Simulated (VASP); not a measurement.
Wanted: the native input for a VASP 6.6.1 run.

```yaml
Task: relaxation of cell and atoms
Functional: PBE
Potentials_or_basis: VASP PAW PBE potentials, release 64 (Sb, S)
Cutoff: 600 eV
k_mesh: 6 × 6 × 4
Occupations: gaussian, width 0.1 eV
Spin: no spin polarisation
Dipole_correction: no
Further_INCAR_settings: ALGO = Normal; EDIFF = 1e-06; IBRION = 2; EDIFFG = -0.04; NSW = 90; ISIF = 3
```

The structure of SbS lies in POSCAR:

```
SbS
1.0
    3.5003320148      0.0000000000      0.0000000000
    0.0000000000      3.5003320148      0.0000000000
    0.0000000000      0.0000000000      4.8704314692
Sb S
1 1
Direct
    0.5000000000      0.5000000000      0.5000000000
    0.5000000000      0.5000000000      0.0000000000
```

One way to write it, as run:

INCAR

```
  ALGO = Normal
  EDIFF = 1E-6
  EDIFFG = -0.04
  ENCUT = 600
  GGA = PE
  IBRION = 2
  ISIF = 3
  ISMEAR = 0
  LASPH = T
  LCHARG = F
  LREAL = F
  LWAVE = F
  NELM = 80
  NSW = 90
  PREC = Accurate
  SIGMA = 0.1
```

KPOINTS

```
k-points
0
Gamma
  6 6 4
```

Potentials or basis: VASP PAW PBE potentials, release 64 (Sb, S).

Command:

```console
$ cat potpaw_PBE.64/Sb/POTCAR potpaw_PBE.64/S/POTCAR > POTCAR
$ mpirun -np 1 vasp_std > vasp.out
```

Results of the run:

| Item | Value |
| --- | --- |
| Relaxed volume | 24.62 Å³/atom |
| Relaxed cell | a = 3.049 Å, b = 3.049 Å, c = 5.297 Å, α = 90.00°, β = 90.00°, γ = 90.00° |
| Space group after relaxing (to 0.05 Å) | P4/mmm (No. 123) |
| Energy gained by relaxing | 146.5 meV/atom |
| Ionic steps | 25 |
| Pressure after relaxing | -0.2 GPa |

Caveat: the volume moved by over 15 % at a fixed basis, so the end points are rough.

Wall time 2.5 min on 1 thread of Intel(R) Xeon(R) Platinum 8488C (Sapphire Rapids), on a shared host, peak memory 0.2 GiB.
